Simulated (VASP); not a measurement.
Sb: single point with PBEsol

The system is Sb.

```xyz
1
Lattice="0.0000 2.3712 2.3712 2.3120 0.0000 2.3712 2.3120 2.3712 0.0000" Properties=species:S:1:pos:R:3 pbc="T T T"
Sb    0.0000    0.0000    0.0000
```

This cell differs from its parent crystal: strain -0.0250 x Voigt [1, 0, 0, 0, 0, 0].

| Quantity | Value |
| --- | --- |
| Program | VASP 6.6.1 |
| Task | single point |
| Functional | PBEsol |
| Potentials or basis | VASP PAW PBE potentials, release 64 (Sb) |
| Cutoff | 520 eV |
| k mesh | 18 × 18 × 18 |
| Occupations | gaussian, width 0.15 eV |
| Spin | no spin polarisation |
| Dipole correction | no |
| Further INCAR settings | ALGO = Normal; EDIFF = 1e-06; NBANDS = 8 |

```yaml
Pressure: 0.5 GPa
```

Stress tensor (GPa, compression positive):
```
0.14 0.00 0.00
0.00 0.62 0.00
0.00 0.00 0.62
```

Levels at points of the mesh, in eV from the Fermi level:
```tsv
k point	band 1	band 2	band 3	band 4	band 5
(0.00, 0.00, 0.00)	-13.25	5.53	5.56	5.56	10.03
(0.50, 0.00, 0.00)	-9.29	-6.08	3.57	3.97	8.31
(0.50, 0.50, 0.00)	-7.68	-5.22	0.37	0.56	4.25
(0.00, 0.50, 0.50)	-7.34	-5.00	0.14	0.14	3.91
```

It took 64 s on 1 thread of Intel Xeon 6975P-C (shared host), peak memory 0.23 GiB.

Caveat: the cell differs from its parent crystal (strain -0.0250 x Voigt [1, 0, 0, 0, 0, 0]); the PAW data sets were made with another functional, which shifts forces and pressure a little; spin-orbit coupling is left out, which moves the levels of the heavy elements.
